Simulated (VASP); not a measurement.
# Ti2Si3 (P4mm) in VASP: notebook, part 2 of 2

VASP 6.6.1. Earlier steps stand in the parts before.

**4. Relaxation of cell and atoms, PBE**

This run uses another cell than the first one, of 18.30 Å³/atom, 1.011 times its volume.

Input file INCAR:

```
PREC = Accurate
ENCUT = 600
EDIFF = 1E-6
ISMEAR = 0
SIGMA = 0.1
LREAL = False
LASPH = True
NELM = 100
ALGO = Normal
ISIF = 3
LWAVE = False
LCHARG = False
GGA = PE
IBRION = 2
NSW = 90
EDIFFG = -0.04
```

Input file KPOINTS:

```
Automatic mesh
0
Gamma
  4 4 4
```

Input file POSCAR:

```
Ti2Si3
1.0
    4.1790537100      0.0000000000      0.0000000000
    0.0000000000      4.1790537100      0.0000000000
    0.0000000000      0.0000000000      5.2385415900
Ti Si
2 3
Direct
    0.0000000000      0.5000000000      0.1554691400
    0.5000000000      0.0000000000      0.1554691400
    0.0000000000      0.0000000000      0.3556799400
    0.0000000000      0.5000000000      0.7353569900
    0.5000000000      0.0000000000      0.7353569900
```

Potentials or basis: VASP PAW PBE potentials, release 64 (Ti_sv, Si).

On the command line:

```sh
> cat potpaw_PBE.64/Ti_sv/POTCAR potpaw_PBE.64/Si/POTCAR > POTCAR
> mpirun -np 1 vasp_std > vasp.out
```

OUTCAR:

```text
PREC = Accurate
   ENCUT = 600
   EDIFF = 1E-6
   ISMEAR = 0
   LREAL = False
   LASPH = True
   NELM = 100
   ISIF = 3
   GGA = PE
   IBRION = 2
   NSW = 90
   EDIFFG = -0.04

 ion  position               nearest neighbor table
   1  0.000  0.500  0.155-   4 2.20   3 2.34   3 2.34
   2  0.500  0.000  0.155-   5 2.20   3 2.34   3 2.34
   3  0.000  0.000  0.356-   1 2.34   2 2.34   1 2.34   2 2.34   4 2.88   4 2.88   5 2.88   5 2.88

   4  0.000  0.500  0.735-   1 2.20   3 2.88   3 2.88   5 2.96   5 2.96   5 2.96   5 2.96
   5  0.500  0.000  0.735-   2 2.20   3 2.88   3 2.88   4 2.96   4 2.96   4 2.96   4 2.96

  LATTYP: Found a simple tetragonal cell.
 ALAT       =     4.1790537100
 C/A-ratio  =     1.2535233939

  Lattice vectors:

 A1 = (   4.1790537100,   0.0000000000,   0.0000000000)
 A2 = (   0.0000000000,   4.1790537100,   0.0000000000)
 A3 = (   0.0000000000,   0.0000000000,   5.2385415900)

Analysis of symmetry for initial positions (statically):
=====================================================================
 Subroutine PRICEL returns:
 Original cell was already a primitive cell.

 Routine SETGRP: Setting up the symmetry group for a
 simple tetragonal supercell.

 Subroutine GETGRP returns: Found  8 space group operations
 (whereof  8 operations were pure point group operations)
 out of a pool of 16 trial point group operations.

The static configuration has the point symmetry C_4v.

Analysis of symmetry for dynamics (positions and initial velocities):
=====================================================================
 Subroutine PRICEL returns:
 Original cell was already a primitive cell.

 Routine SETGRP: Setting up the symmetry group for a
 simple tetragonal supercell.

 Subroutine GETGRP returns: Found  8 space group operations
 (whereof  8 operations were pure point group operations)
 out of a pool of 16 trial point group operations.

The dynamic configuration has the point symmetry C_4v.

 Subroutine INISYM returns: Found  8 space group operations
 (whereof  8 operations are pure point group operations),
 and found     1 'primitive' translations

----------------------------------------------------------------------------------------

                                     Primitive cell

  volume of cell :      91.4885

  direct lattice vectors                    reciprocal lattice vectors
     4.179053710  0.000000000  0.000000000     0.239288621  0.000000000  0.000000000
     0.000000000  4.179053710  0.000000000     0.000000000  0.239288621  0.000000000
     0.000000000  0.000000000  5.238541590     0.000000000  0.000000000  0.190892824

  length of vectors
     4.179053710  4.179053710  5.238541590     0.239288621  0.239288621  0.190892824

  position of ions in fractional coordinates (direct lattice)
     0.000000000  0.500000000  0.155469140
     0.500000000  0.000000000  0.155469140
     0.000000000  0.000000000  0.355679940
     0.000000000  0.500000000  0.735356990
     0.500000000  0.000000000  0.735356990

  ion indices of the primitive-cell ions
   primitive index   ion index
                 1           1
                 2           2
                 3           3
                 4           4
                 5           5
[... 54 lines left out ...]
   NGXF,Y,Z  is equivalent  to a cutoff of  28.64, 28.64, 26.66 a.u.
 SYSTEM =  unknown system
   PREC   = accura    normal or accurate (medium, high low for compatibility)
   ISTART =      0    job   : 0-new  1-cont  2-samecut
   ICHARG =      2    charge: 1-file 2-atom 10-const
   ISPIN  =      1    spin polarized calculation?
   LNONCOLLINEAR =      F non collinear calculations
   LSORBIT =      F    spin-orbit coupling
   LASPH  =      T    aspherical Exc in radial PAW
   ENCUT  =  600.0 eV  44.10 Ry    6.64 a.u.   8.35  8.35 10.46*2*pi/ulx,y,z
   NELM   =    100;   NELMIN=  2; NELMDL= -5     # of ELM steps
   EDIFF  = 0.1E-05   stopping-criterion for ELM
   LREAL  =      F    real-space projection
   EDIFFG = -.4E-01   stopping-criterion for IOM
   NSW    =     90    number of steps for IOM
   IBRION =      2    ionic relax: 0-MD 1-quasi-New 2-CG
   NFREE  =      1    steps in history (QN), initial steepest desc. (CG)
   ISIF   =      3    stress and relaxation
   ISYM   =      2    0-nonsym 1-usesym 2-fastsym
   POTIM  = 0.5000    time-step for ionic-motion
   TEBEG  =    0.0;   TEEND  =   0.0 temperature during run
   PSTRESS=    0.0 pullay stress
   NELECT =      36.0000    total number of electrons
   NUPDOWN=      -1.0000    fix difference up-down
   EMIN   =  10.00;   EMAX   =-10.00  energy-range for DOS
   EFERMI =   0.00;   METHOD = LEGACY
   ISMEAR =     0;   SIGMA  =   0.10  broadening in eV -4-tet -1-fermi 0-gaus
   EFERMI_NEDOS =   21; number of points for ismear=-14 and -15
   IALGO  =     38    algorithm
   IMIX   =      4    mixing-type and parameters
     AMIX     =   0.40;   BMIX     =  1.00
     AMIX_MAG =   1.60;   BMIX_MAG =  1.00
  volume/ion in A,a.u.               =      18.30       123.48
  Fermi-wavevector in a.u.,A,eV,Ry     =   1.199647  2.267005 19.580873  1.439154
  Thomas-Fermi vector in A             =   2.335504
   LORBIT       =      0    0 simple, 1 ext, 2 COOP (PROOUT), +10 PAW based schemes
   GGA     = PE    functional components
   LHFCALC =     F    Hartree Fock is set to
   AEXX    =    0.0000 exact exchange contribution
   IVDW    =     0    specifies the selected vdW correction
   LEPSILON=     F    determine dielectric tensor
   LRPA    =     F    only Hartree local field effects (RPA)
 conjugate gradient relaxation of ions
 non-spin polarized calculation
 Gauss-broadening in eV      SIGMA  =   0.10
  energy-cutoff  :      600.00
  volume of cell :       91.49
 maximum number of plane-waves:      3073
 NGX is ok and might be reduce to    36
   NGX = 17   NGY = 17   NGZ = 21

--------------------------------------- Ionic step        1  -------------------------------------------

 number of electron      35.9999994 magnetization

 Free energy of the ion-electron system (eV)
  ---------------------------------------------------
  ext. energy  EPLUGINS =         0.00000000
  ---------------------------------------------------
  free energy    TOTEN  =       -27.92755320 eV

  energy without entropy =      -27.88719086  energy(sigma->0) =      -27.90737203

------------------------ aborting loop because EDIFF is reached ----------------------------------------

  FORCE on cell =-STRESS in cart. coord.  units (eV):
  Direction    XX          YY          ZZ          XY          YZ          ZX
  --------------------------------------------------------------------------------------
  -------------------------------------------------------------------------------------
  Total        2.8851460      2.8851460     12.0837917      0.0000000     -0.0000000      0.0000000
  in kB       50.5256691     50.5256691    211.6155173      0.0000000     -0.0000000      0.0000000
  external PRESSURE =     104.2222852 kB  Pullay stress =       0.0000000 kB
[... 26 lines left out ...]
--------------------------------------- Ionic step        2  -------------------------------------------

 number of electron      35.9999996 magnetization

 E-fermi :   5.6528     XC(G=0):  -9.7720

 val. band max:        5.6253612748   @ k =   0.5000   0.0000   0.5000
 cond. band min:       5.6620218307   @ k =   0.2500   0.0000   0.2500
 fundamental gap:      0.0366605559
 Fermi energy:         5.6528437114

 k-point     1 :       0.0000    0.0000    0.0000
  band No.  band energies     occupation
      1     -51.3966      2.00000
      2     -51.3485      2.00000
      3     -27.7393      2.00000
      4     -27.7049      2.00000
      5     -27.7049      2.00000
      6     -27.6876      2.00000
[... 510 lines left out ...]
  FREE ENERGIE OF THE ION-ELECTRON SYSTEM (eV)
  ---------------------------------------------------
  free  energy   TOTEN  =       -29.2655955876 eV

  energy  without entropy=      -29.2238909443  energy(sigma->0) =      -29.24474327

[... ionic steps 4 to 8 ...]

--------------------------------------- Ionic step        9  -------------------------------------------

 number of electron      36.0000002 magnetization

------------------------ aborting loop because EDIFF is reached ----------------------------------------
[... 73 lines left out ...]
--------------------------------------- Ionic step       11  -------------------------------------------

 number of electron      36.0000001 magnetization

 Free energy of the ion-electron system (eV)
  ---------------------------------------------------
  ext. energy  EPLUGINS =         0.00000000
  ---------------------------------------------------
  free energy    TOTEN  =       -30.23702405 eV

  energy without entropy =      -30.20353465  energy(sigma->0) =      -30.22027935

 E-fermi :   7.4328     XC(G=0): -10.5126

 val. band max:        7.4187142783   @ k =   0.5000   0.5000   0.5000
 cond. band min:       7.4455581116   @ k =   0.0000   0.0000   0.0000
 fundamental gap:      0.0268438333
 Fermi energy:         7.4327534972

 k-point     1 :       0.0000    0.0000    0.0000
  band No.  band energies     occupation
      1     -49.3555      2.00000
      2     -49.2713      2.00000
      3     -25.7401      2.00000
      4     -25.7401      2.00000
      5     -25.6903      2.00000
      6     -25.6039      2.00000
[... 471 lines left out ...]
  FREE ENERGIE OF THE ION-ELECTRON SYSTEM (eV)
  ---------------------------------------------------
  free  energy   TOTEN  =       -30.2370240486 eV

  energy  without entropy=      -30.2035346460  energy(sigma->0) =      -30.22027935

 reached required accuracy - stopping structural energy minimisation
```

OSZICAR:

```text
N       E                     dE             d eps       ncg     rms          rms(c)
DAV:   1     0.377617926888E+03    0.37762E+03   -0.19245E+04   792   0.188E+03
DAV:   2     0.155369906650E+02   -0.36208E+03   -0.35814E+03   804   0.509E+02
DAV:   3    -0.262378900415E+02   -0.41775E+02   -0.41276E+02  1450   0.140E+02
[... 137 lines left out ...]
DAV:   4    -0.302369082932E+02    0.10440E-03   -0.10566E-03  1102   0.263E-01    0.252E-02
DAV:   5    -0.302369660563E+02   -0.57763E-04   -0.30976E-04  1226   0.855E-02    0.269E-02
DAV:   6    -0.302369822381E+02   -0.16182E-04   -0.15792E-05  1160   0.227E-02    0.236E-02
DAV:   7    -0.302370158923E+02   -0.33654E-04   -0.36446E-05  1078   0.388E-02    0.449E-03
DAV:   8    -0.302370235565E+02   -0.76643E-05   -0.25949E-05  1234   0.204E-02    0.248E-03
DAV:   9    -0.302370240486E+02   -0.49208E-06   -0.96242E-07   552   0.667E-03
  11 F= -.30237024E+02 E0= -.30220279E+02  d E =-.533848E-03
```

Run time: 5.5 min. Hardware: 1 thread of AMD EPYC 9R14 (Zen 4), shared host; peak memory 0.21 GiB.

Results:

- Free energy: -30.2370 eV
- Relaxed volume: 18.07 Å³/atom
- Relaxed cell: a = 4.101 Å, b = 4.101 Å, c = 5.372 Å, α = 90.00°, β = 90.00°, γ = 90.00°
- Space group after relaxing (to 0.05 Å): P4mm (No. 99)
- Energy gained by relaxing: 461.9 meV/atom
- Ionic steps: 11
- Pressure after relaxing: 0.1 GPa
- Largest force after relaxing: 0.013 eV/Å
- Band gap on the k mesh: zero (band 18 reaches 7.61 eV, above the bottom of band 19 at 6.84 eV)

Forces in eV/Å, atoms in the order of the input:
```
Ti   0.000  0.000 -0.013
Ti   0.000  0.000 -0.013
Si   0.000  0.000  0.005
Si   0.000  0.000  0.011
Si   0.000  0.000  0.011
```

The path:
| step | energy change (eV) | largest force (eV/Å) | pressure (GPa) | volume (Å³) |
| --- | --- | --- | --- | --- |
| 1 | 0.0000 | 4.4446 | 10.42 | 91.49 |
| 2 | -1.1594 | 2.1758 | -8.80 | 107.92 |
| 3 | -1.3380 | 2.8063 | -5.14 | 102.08 |
| 4 | -2.0464 | 1.7647 | -3.80 | 96.67 |
| 5 | -2.2514 | 0.4928 | -0.76 | 92.67 |
| 6 | -2.2518 | 0.4986 | -0.53 | 92.46 |
| 7 | -2.2944 | 0.1592 | -0.27 | 91.42 |
| 8 | -2.3038 | 0.1955 | 0.03 | 90.68 |
| 9 | -2.3089 | 0.0713 | -0.15 | 90.61 |
| 10 | -2.3089 | 0.0649 | -0.15 | 90.61 |
| 11 | -2.3095 | 0.0130 | 0.11 | 90.33 |

Final structure:
```xyz
5
Lattice="4.1007 0.0000 0.0000 0.0000 4.1007 0.0000 0.0000 0.0000 5.3716" Properties=species:S:1:pos:R:3 pbc="T T T"
Ti    0.0000    2.0503    0.8751
Ti    2.0503    0.0000    0.8751
Si    0.0000    0.0000    2.3543
Si    0.0000    2.0503    3.6882
Si    2.0503    0.0000    3.6882
```

Caveat: the k points lie up to 0.38 Å⁻¹ apart in the final cell.

**5. Summary**

```tsv
task	cell	cutoff (eV)	gap on the mesh (eV)	pressure (GPa)	largest force (eV/Å)
single point	a = 4.104, b = 4.104, c = 5.374 Å, 5 atoms	520	none	-0.1	0.04
single point	a = 4.179, b = 4.179, c = 5.239 Å, 5 atoms	520	none	10.4	4.44
relaxation of cell and atoms	relaxed from a = 4.179, b = 4.179, c = 5.239 Å, 5 atoms	600	none	0.1	0.01
```

Alike in all rows: level PBE; potentials or basis VASP PAW PBE potentials, release 64 (Ti_sv, Si); no spin polarisation; k mesh 4 × 4 × 4; smearing gaussian 0.1 eV.

Caveats: all runs use coarse meshes; forces of over 1 eV/Å act on the atoms, so gaps and moduli don't describe the material at rest (some runs).

Total energies depend on the potentials used, so only differences within one code and one set of settings carry meaning.
